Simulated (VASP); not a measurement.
Input of a VASP 6.6.1 run:

The input INCAR:

```
SYSTEM = Cu
ALGO = Normal ; EDIFF = 1E-6
ENCUT = 600 ; GGA = PS
GGA_COMPAT = .False. ; ISIF = 2
ISMEAR = 0 ; LASPH = .True.
LCHARG = .True. ; LELF = .True.
LREAL = .False. ; LVHAR = .True.
LWAVE = .False. ; NBANDS = 24
NELM = 120 ; PREC = Accurate
SIGMA = 0.1
```

File KPOINTS:

```
k-points
0
Gamma
  6 6 6
  0 0 0
```

POSCAR

```
Cu
1.0
    3.2911649418      0.0000000000      0.0000000000
   -1.6455824709      2.8502324477      0.0000000000
    0.0000000000      0.0000000000      3.7339367978
Cu
3
Direct
    0.2254000000      0.0000000000      0.3333333333
    0.0000000000      0.2254000000      0.6666666667
    0.7746000000      0.7746000000      0.0000000000
```

Potentials or basis: VASP PAW PBE potentials, release 64 (Cu).

Launch:

```bash
$ cat potpaw_PBE.64/Cu/POTCAR > POTCAR
$ mpirun -np 1 vasp_std > vasp.out
```

Q: What does it give for the pressure?

A: 86.6 GPa.

Q: Estimate the band gap on the k mesh.

A: Zero (an odd number of electrons rules out a gap without spin polarisation).

Q: Estimate the largest force.

A: 14.858 eV/Å.

Stress tensor (GPa, compression positive):
```
 64.38   0.00   0.00
  0.00  64.38   0.00
  0.00   0.00 130.99
```

Caveat: the k points lie up to 0.37 Å⁻¹ apart, too coarse for converged energies and pressures of a metal; atoms lie so close that the PAW spheres overlap strongly, which falsifies energies and pressures; the PAW data sets were made with another functional, which shifts forces and pressure a little.
